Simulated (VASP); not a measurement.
Wanted: the native input for a VASP 6.6.1 run.

* Task: single point
* Functional: LDA
* Potentials or basis: VASP PAW LDA potentials, release 64 (Zr_sv, S)
* Cutoff: 520 eV
* k mesh: 16 × 16 × 16
* Occupations: gaussian, width 0.15 eV
* Spin: collinear spin
* Starting moments: [0.9, 0.0] μB
* Fixed moment: 0.9 μB
* Dipole correction: no
* Further INCAR settings: ALGO = Normal; EDIFF = 1e-06; NBANDS = 20

The structure of ZrS lies in POSCAR:

```
ZrS
1.0
    0.0000000000      2.6050690064      2.6050690064
    2.6050690064      0.0000000000      2.6050690064
    2.6050690064      2.6050690064      0.0000000000
Zr S
1 1
Direct
    0.0000000000      0.0000000000      0.0000000000
    0.5000000000      0.5000000000      0.5000000000
```

One way to write it, as run:

INCAR

```
ALGO     = Normal         # electronic algorithm
EDIFF    = 1E-6           # SCF threshold, eV
ENCUT    = 520            # plane-wave cutoff, eV
GGA      = CA             # functional
ISIF     = 2              # what is computed and relaxed
ISMEAR   = 0              # smearing method
ISPIN    = 2              # spin polarisation
LASPH    = True           # aspherical terms in the spheres
LCHARG   = True           # write CHGCAR
LELF     = True           # ELF
LMAXMIX  = 4              # l up to which the mixer works
LORBIT   = 11             # projections on sites
LREAL    = False          # projectors in reciprocal space
LVHAR    = True         
LWAVE    = False          # write WAVECAR
MAGMOM   = 0.9 0          # initial moments
NBANDS   = 20             # bands
NELM     = 150            # most SCF steps
NUPDOWN  = 0.9            # fixed moment
PREC     = Accurate       # precision mode
SIGMA    = 0.15           # smearing width, eV
```

KPOINTS

```
k-points
0
Gamma
  16 16 16
```

Potentials or basis: VASP PAW LDA potentials, release 64 (Zr_sv, S).

Run with:

```console
$ cat potpaw_LDA.64/Zr_sv/POTCAR potpaw_LDA.64/S/POTCAR > POTCAR
$ mpirun -np 1 vasp_std > vasp.out
```

Results of the run:

* Pressure: -4.0 GPa
* Net moment: 0.90 μB per cell
* Site moments: Zr +0.52; S +0.04 μB
* Valence electrons inside the program's atomic spheres: Zr 9.87; S 3.77

Caveat: the cell stands under tension; the total moment is fixed, so each spin has its own Fermi level and the state may be an excited one.

Wall time 77 s on 1 thread of Intel(R) Xeon(R) 6975P-C (Granite Rapids), with other jobs on the host, peak memory 0.26 GiB.
